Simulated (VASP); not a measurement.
AlN: relaxation of cell and atoms with PBE

The system is AlN.

```
Al N
1.0
     3.12859    0.00000    0.00000
    -1.56429    2.70944    0.00000
     0.00000    0.00000    5.01696
Al N
2 2
Direct
  0.66667 0.33333 0.49929
  0.33333 0.66667 0.99929
  0.66667 0.33333 0.88071
  0.33333 0.66667 0.38071
```

```yaml
Program: VASP 6.6.1
Task: relaxation of cell and atoms
Functional: PBE
Potentials_or_basis: VASP PAW PBE potentials, release 64 (Al, N)
Cutoff: 600 eV
k_mesh: 9 × 9 × 4
Occupations: gaussian, width 0.02 eV
Spin: no spin polarisation
Dipole_correction: no
Further_INCAR_settings: ALGO = Normal; EDIFF = 1e-06; IBRION = 2; EDIFFG = -0.005; NSW = 100; ISIF = 3
```

```
Relaxed volume                         : 10.62 Å³/atom
Relaxed cell                           : a = 3.128 Å, b = 3.128 Å, c = 5.016 Å, α = 90.00°, β = 90.00°, γ = 120.00°
Space group after relaxing (to 0.05 Å) : P6_3mc (No. 186)
Energy gained by relaxing              : 0.0 meV/atom
Ionic steps                            : 3
Pressure after relaxing                : 0.0 GPa
Band gap on the k mesh                 : 4.06 eV, direct
```

Final structure:
```xyz
4
Lattice="3.1278 0.0000 0.0000 -1.5639 2.7088 0.0000 0.0000 0.0000 5.0156" Properties=species:S:1:pos:R:3 pbc="T T T"
Al    1.5639    0.9029    2.5041
Al    0.0000    1.8059    5.0120
N     1.5639    0.9029    4.4174
N     0.0000    1.8059    1.9096
```

Levels at points of the mesh, in eV from the valence-band top:
```
           k point  band 4  band 5  band 6  band 7  band 8  band 9  band 10  band 11  band 12
(0.00, 0.00, 0.00)   -0.84   -0.84   -0.20   -0.20    0.00    4.06     6.53    10.47    11.05
(0.00, 0.00, 0.50)   -3.30   -0.53   -0.53   -0.53   -0.53    6.33     6.33    10.18    10.18
```

Run time: 20 s on 1 thread of Intel(R) Xeon(R) Platinum 8488C (Sapphire Rapids), on a shared host, peak memory 0.18 GiB.
